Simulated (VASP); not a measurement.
Input of a VASP 6.6.1 run:

Contents of INCAR:

```
SYSTEM = Sb
PREC     = Accurate       ! precision mode
ENCUT    = 520            ! plane-wave cutoff, eV
EDIFF    = 1E-8           ! SCF threshold, eV
ISMEAR   = -1             ! smearing method
SIGMA    = 0.05           ! smearing width, eV
LREAL    = .False.        ! projectors in reciprocal space
LASPH    = .True.         ! aspherical terms in the spheres
NELM     = 60             ! most SCF steps
ALGO     = Normal         ! electronic algorithm
ISIF     = 2              ! what is computed and relaxed
LWAVE    = .False.        ! write WAVECAR
LCHARG   = .False.        ! write CHGCAR
GGA      = PS             ! functional
LEFG     = .True.       
NBANDS   = 8              ! bands
```

KPOINTS

```
Automatic mesh
0
Gamma
  19 19 19
  0 0 0
```

POSCAR

```
Sb
1.0
   -1.5050000000      1.5050000000      2.4800000000
    1.5050000000     -1.5050000000      2.4800000000
    1.5050000000      1.5050000000     -2.4800000000
Sb
1
Direct
    0.0000000000      0.0000000000      0.0000000000
```

Potentials or basis: VASP PAW PBE potentials, release 64 (Sb).

The run is started by

```sh
$ cat potpaw_PBE.64/Sb/POTCAR > POTCAR
$ mpirun -np 1 vasp_std > vasp.out
```

Estimate the pressure.

15.3 GPa.

Stress tensor (GPa, compression positive):
```
16.06  0.00  0.00
 0.00 16.06  0.00
 0.00  0.00 13.88
```

Caveat: without QUAD_EFG the Cq values of the log hold for a quadrupole moment of 1 mb, not for the nuclei; the PAW data sets were made with another functional, which shifts forces and pressure a little.
